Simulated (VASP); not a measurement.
Wanted: the native input for a VASP 6.6.1 run.

```
Task                   : single point
Functional             : LDA
Potentials or basis    : VASP PAW LDA potentials, release 64 (Ga_d, N)
Cutoff                 : 520 eV
k mesh                 : 10 × 10 × 5
Occupations            : fermi-dirac, width 0.05 eV
Spin                   : no spin polarisation
Dipole correction      : no
Further INCAR settings : ALGO = Normal; EDIFF = 1e-07; NBANDS = 26
```

The structure of GaN lies in POSCAR:

```
GaN
1.0
    3.1150838257      0.0000000000      0.0000000000
   -1.5575419129      2.6977417280      0.0000000000
    0.0000000000      0.0000000000      5.0605418376
Ga N
2 2
Direct
    0.6666666667      0.3333333333      0.5000000000
    0.3333333333      0.6666666667      0.0000000000
    0.6666666667      0.3333333333      0.8750000000
    0.3333333333      0.6666666667      0.3750000000
```

One way to write it, as run:

INCAR

```
SYSTEM = GaN
ALGO = Normal
EDIFF = 1E-7
ENCUT = 520
GGA = CA
ISIF = 2
ISMEAR = -1
LASPH = .TRUE.
LCHARG = .FALSE.
LREAL = .FALSE.
LWAVE = .FALSE.
NBANDS = 26
NELM = 60
PREC = Accurate
SIGMA = 0.05
```

KPOINTS

```
k-points
0
G
  10 10 5
  0 0 0
```

Potentials or basis: VASP PAW LDA potentials, release 64 (Ga_d, N).

Run with:

```sh
$ cat potpaw_LDA.64/Ga_d/POTCAR potpaw_LDA.64/N/POTCAR > POTCAR
$ mpirun -np 1 vasp_std > vasp.out
```

It gave:

```json
{
 "Pressure": "9.8 GPa",
 "Largest force": "0.145 eV/Å",
 "Band gap on the k mesh": "2.41 eV, direct"
}
```

It took 110 s on 1 thread of AMD EPYC 7R13, on a shared host, peak memory 0.13 GiB.
